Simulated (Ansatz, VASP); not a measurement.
## Two plane-wave programs on AgI

```
Ag I
1.0
     0.00000    3.23650    3.23650
     3.23650    0.00000    3.23650
     3.23650    3.23650    0.00000
Ag I
1 1
Direct
  0.00000 0.00000 0.00000
  0.75000 0.75000 0.75000
```

Alike in both runs: task relaxation of cell and atoms; functional LDA; k mesh 8 × 8 × 8; occupations gaussian, width 0.02 eV; no spin polarisation.

|  | VASP | Ansatz |
| --- | --- | --- |
| version | VASP 6.6.1 | Ansatz 0.2.0 |
| potentials or method | VASP PAW LDA potentials, release 64 (Ag, I), cutoff 500 eV | scalar-relativistic, plane waves, PAW |
| valence electrons in the cell | 18 | 36 |

```tsv
	VASP	Ansatz	Ansatz less VASP
gap on the k mesh at the Fermi level, each at its own relaxed structure (eV)	1.09	1.06	-0.035
relaxed volume (Å³/atom)	31.98	31.98	-0.002
relaxed cell length with the largest relative difference (Å)	4.489	4.489	-0.0001
```

LDA's correlation is that of Perdew and Zunger in VASP and of Perdew and Wang (1992) in Ansatz. VASP's potentials hold 18 valence electrons a cell and Ansatz's 36, so a difference there can come from the potentials and not from the codes.

Neither program's run includes spin-orbit coupling.
